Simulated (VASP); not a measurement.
# RbBr (P6_3/mmc) in VASP: notebook, part 2 of 2

VASP 6.6.1. The steps go on from the part before.

## 3. Single point, PBE

The input, INCAR:

```
PREC = Accurate
ENCUT = 520
EDIFF = 1E-6
ISMEAR = -1
SIGMA = 0.05
LREAL = F
LASPH = T
NELM = 80
ALGO = Normal
ISIF = 2
LWAVE = F
LCHARG = F
GGA = PE
NBANDS = 24
```

The input, KPOINTS:

```
Automatic mesh
0
Gamma
  10 10 6
```

The input, POSCAR:

```
RbBr
1.0
    5.9420834490      0.0000000000      0.0000000000
   -2.9710417246      5.1459952183      0.0000000000
    0.0000000000      0.0000000000      6.9565076358
Rb Br
2 2
Direct
    0.3333333333      0.6666666667     -0.0619962559
    0.6666666667      0.3333333333      0.4380037441
    0.3333333333      0.6666666667      0.4379962559
    0.6666666667      0.3333333333      0.9379962559
```

Potentials or basis: VASP PAW PBE potentials, release 64 (Rb_sv, Br).

Run with:

```bash
$ cat potpaw_PBE.64/Rb_sv/POTCAR potpaw_PBE.64/Br/POTCAR > POTCAR
$ mpirun -np 1 vasp_std > vasp.out
```

OUTCAR:

```text
PREC = Accurate
   ENCUT = 520
   EDIFF = 1E-6
   ISMEAR = -1
   LREAL = F
   LASPH = T
   NELM = 80
   ISIF = 2
   GGA = PE

 ion  position               nearest neighbor table
   1  0.333  0.667  0.938-   4 3.43   4 3.43   4 3.43   3 3.48   3 3.48   2 4.89   2 4.89   2 4.89
                             2 4.89   2 4.89   2 4.89
   2  0.667  0.333  0.438-   3 3.43   3 3.43   3 3.43   4 3.48   4 3.48   1 4.89   1 4.89   1 4.89
                             1 4.89   1 4.89   1 4.89
   3  0.333  0.667  0.438-   2 3.43   2 3.43   2 3.43   1 3.48   1 3.48
   4  0.667  0.333  0.938-   1 3.43   1 3.43   1 3.43   2 3.48   2 3.48

  LATTYP: Found a hexagonal cell.
 ALAT       =     5.9420834490
 C/A-ratio  =     1.1707186032

  Lattice vectors:

 A1 = (   5.9420834490,   0.0000000000,   0.0000000000)
 A2 = (  -2.9710417246,   5.1459952183,   0.0000000000)
 A3 = (   0.0000000000,   0.0000000000,   6.9565076358)

Analysis of symmetry for initial positions (statically):
=====================================================================
 Subroutine PRICEL returns:
 Original cell was already a primitive cell.

 Routine SETGRP: Setting up the symmetry group for a
 hexagonal supercell.

 Subroutine GETGRP returns: Found 12 space group operations
 (whereof  6 operations were pure point group operations)
 out of a pool of 24 trial point group operations.

The static configuration has the point symmetry C_3v.
 The point group associated with its full space group is C_6v.

Analysis of symmetry for dynamics (positions and initial velocities):
=====================================================================
 Subroutine PRICEL returns:
 Original cell was already a primitive cell.

 Routine SETGRP: Setting up the symmetry group for a
 hexagonal supercell.

 Subroutine GETGRP returns: Found 12 space group operations
 (whereof  6 operations were pure point group operations)
 out of a pool of 24 trial point group operations.

The dynamic configuration has the point symmetry C_3v.
 The point group associated with its full space group is C_6v.

 Subroutine INISYM returns: Found 12 space group operations
 (whereof  6 operations are pure point group operations),
 and found     1 'primitive' translations

----------------------------------------------------------------------------------------

                                     Primitive cell

  volume of cell :     212.7156

  direct lattice vectors                    reciprocal lattice vectors
     5.942083449  0.000000000  0.000000000     0.168291140  0.097162935  0.000000000
    -2.971041725  5.145995218  0.000000000     0.000000000  0.194325870  0.000000000
     0.000000000  0.000000000  6.956507636     0.000000000  0.000000000  0.143750291

  length of vectors
     5.942083449  5.942083449  6.956507636     0.194325870  0.194325870  0.143750291

  position of ions in fractional coordinates (direct lattice)
     0.333333333  0.666666667  0.938003744
     0.666666667  0.333333333  0.438003744
     0.333333333  0.666666667  0.437996256
     0.666666667  0.333333333  0.937996256

  ion indices of the primitive-cell ions
   primitive index   ion index
                 1           1
                 2           2
                 3           3
                 4           4

[... 25 lines left out ...]

 Following reciprocal coordinates:
            Coordinates               Weight
  0.000000  0.000000  0.000000      1.000000
  0.100000  0.000000  0.000000      6.000000
  0.200000  0.000000  0.000000      6.000000
  0.300000  0.000000  0.000000      6.000000
  0.400000  0.000000  0.000000      6.000000
  0.500000  0.000000  0.000000      3.000000
[... 16 lines left out ...]
  0.300000  0.100000  0.166667     24.000000
  0.400000  0.100000  0.166667     24.000000
 [... further k-points ...]
   k-points           NKPTS =     56   k-points in BZ     NKDIM =     56   number of bands    NBANDS=     24
   number of dos      NEDOS =    301   number of ions     NIONS =      4
   total plane-waves  NPLWV = 124416
   dimension x,y,z NGX =    48 NGY =   48 NGZ =   54
   dimension x,y,z NGXF=    96 NGYF=   96 NGZF=  108
   ions per type =               2   2
   NGX,Y,Z   is equivalent  to a cutoff of  13.43, 13.43, 12.90 a.u.
   NGXF,Y,Z  is equivalent  to a cutoff of  26.86, 26.86, 25.81 a.u.
 SYSTEM =  unknown system
   PREC   = accura    normal or accurate (medium, high low for compatibility)
   ISTART =      0    job   : 0-new  1-cont  2-samecut
   ICHARG =      2    charge: 1-file 2-atom 10-const
   ISPIN  =      1    spin polarized calculation?
   LNONCOLLINEAR =      F non collinear calculations
   LSORBIT =      F    spin-orbit coupling
   LASPH  =      T    aspherical Exc in radial PAW
   ENCUT  =  520.0 eV  38.22 Ry    6.18 a.u.  11.05 11.05 12.93*2*pi/ulx,y,z
   NELM   =     80;   NELMIN=  2; NELMDL= -5     # of ELM steps
   EDIFF  = 0.1E-05   stopping-criterion for ELM
   LREAL  =      F    real-space projection
   EDIFFG = 0.1E-04   stopping-criterion for IOM
   NSW    =      0    number of steps for IOM
   IBRION =     -1    ionic relax: 0-MD 1-quasi-New 2-CG
   NFREE  =      0    steps in history (QN), initial steepest desc. (CG)
   ISIF   =      2    stress and relaxation
   ISYM   =      2    0-nonsym 1-usesym 2-fastsym
   POTIM  = 0.5000    time-step for ionic-motion
   TEBEG  =    0.0;   TEEND  =   0.0 temperature during run
   PSTRESS=    0.0 pullay stress
   NELECT =      32.0000    total number of electrons
   NUPDOWN=      -1.0000    fix difference up-down
   EMIN   =  10.00;   EMAX   =-10.00  energy-range for DOS
   EFERMI =   0.00;   METHOD = LEGACY
   ISMEAR =    -1;   SIGMA  =   0.05  broadening in eV -4-tet -1-fermi 0-gaus
   EFERMI_NEDOS =   21; number of points for ismear=-14 and -15
   IALGO  =     38    algorithm
   IMIX   =      4    mixing-type and parameters
     AMIX     =   0.40;   BMIX     =  1.00
     AMIX_MAG =   1.60;   BMIX_MAG =  1.00
  volume/ion in A,a.u.               =      53.18       358.87
  Fermi-wavevector in a.u.,A,eV,Ry     =   0.870680  1.645346 10.314344  0.758083
  Thomas-Fermi vector in A             =   1.989679
   LORBIT       =      0    0 simple, 1 ext, 2 COOP (PROOUT), +10 PAW based schemes
   GGA     = PE    functional components
   LHFCALC =     F    Hartree Fock is set to
   AEXX    =    0.0000 exact exchange contribution
   IVDW    =     0    specifies the selected vdW correction
   LEPSILON=     F    determine dielectric tensor
   LRPA    =     F    only Hartree local field effects (RPA)
 non-spin polarized calculation
  energy-cutoff  :      520.00
  volume of cell :      212.72
 maximum number of plane-waves:      5748
 NGX is ok and might be reduce to    48
   NGX = 23   NGY = 23   NGZ = 25

 number of electron      31.9999999 magnetization

 Free energy of the ion-electron system (eV)
  ---------------------------------------------------
  ext. energy  EPLUGINS =         0.00000000
  ---------------------------------------------------
  free energy    TOTEN  =       -12.06803729 eV

  energy without entropy =      -12.06803729  energy(sigma->0) =      -12.06803729

 E-fermi :  -1.5064     XC(G=0):  -6.0373

 val. band max:       -2.6796805954   @ k =   0.0000   0.0000   0.0000
 cond. band min:       1.3403536871   @ k =   0.0000   0.0000   0.0000
 fundamental gap:      4.0200342825
 Fermi energy:        -1.5063535152

 k-point     1 :       0.0000    0.0000    0.0000
  band No.  band energies     occupation
      1     -27.3658      2.00000
      2     -27.3581      2.00000
      3     -14.7680      2.00000
      4     -14.7290      2.00000
      5     -11.5510      2.00000
      6     -11.5129      2.00000
[... 637 lines left out ...]
     23       5.4524      0.00000
     24       5.5378      0.00000

 [... further k-points ...]

------------------------ aborting loop because EDIFF is reached ----------------------------------------

  FORCE on cell =-STRESS in cart. coord.  units (eV):
  Direction    XX          YY          ZZ          XY          YZ          ZX
  --------------------------------------------------------------------------------------
  -------------------------------------------------------------------------------------
  Total        0.0061210      0.0061210     -0.0067648     -0.0000000      0.0000000      0.0000000
  in kB        0.0461032      0.0461032     -0.0509523     -0.0000000      0.0000000      0.0000000
  external PRESSURE =       0.0137514 kB  Pullay stress =       0.0000000 kB

 VOLUME and BASIS-vectors are now :
 -----------------------------------------------------------------------------
  energy-cutoff  :      520.00
  volume of cell :      212.72
      direct lattice vectors                 reciprocal lattice vectors
     5.942083449  0.000000000  0.000000000     0.168291140  0.097162935  0.000000000
    -2.971041725  5.145995218  0.000000000     0.000000000  0.194325870  0.000000000
     0.000000000  0.000000000  6.956507636     0.000000000  0.000000000  0.143750291

 POSITION                                       TOTAL-FORCE (eV/Angst)
 -----------------------------------------------------------------------------------
     -0.00000      3.43066      6.52523         0.000000      0.000000      0.000087
      2.97104      1.71533      3.04698        -0.000000     -0.000000      0.000087
     -0.00000      3.43066      3.04692        -0.000000      0.000000     -0.000087
      2.97104      1.71533      6.52518         0.000000     -0.000000     -0.000087
 -----------------------------------------------------------------------------------
    total drift:                               -0.000000      0.000000     -0.000522

  FREE ENERGIE OF THE ION-ELECTRON SYSTEM (eV)
  ---------------------------------------------------
  free  energy   TOTEN  =       -12.0680372937 eV

  energy  without entropy=      -12.0680372937  energy(sigma->0) =      -12.06803729
```

stdout:

```text
POSCAR found type information on POSCAR RbBr
 POSCAR found :  2 types and       4 ions
 scaLAPACK will be used
 LDA part: xc-table for (Slater+PW92), standard interpolation
 POSCAR, INCAR and KPOINTS ok, starting setup
 FFT: planning ... GRIDC
 FFT: planning ... GRID_SOFT
 FFT: planning ... GRID
 WAVECAR not read
 entering main loop
```

It took 3.2 min on 1 thread of Intel Xeon Platinum 8559C (Emerald Rapids), shared host; peak memory 0.49 GiB.

Results:

| Property | Result |
| --- | --- |
| Free energy | -12.0680 eV |
| Pressure | 0.0 GPa |
| Band gap on the k mesh | 4.02 eV |

A k mesh can miss the band edges.
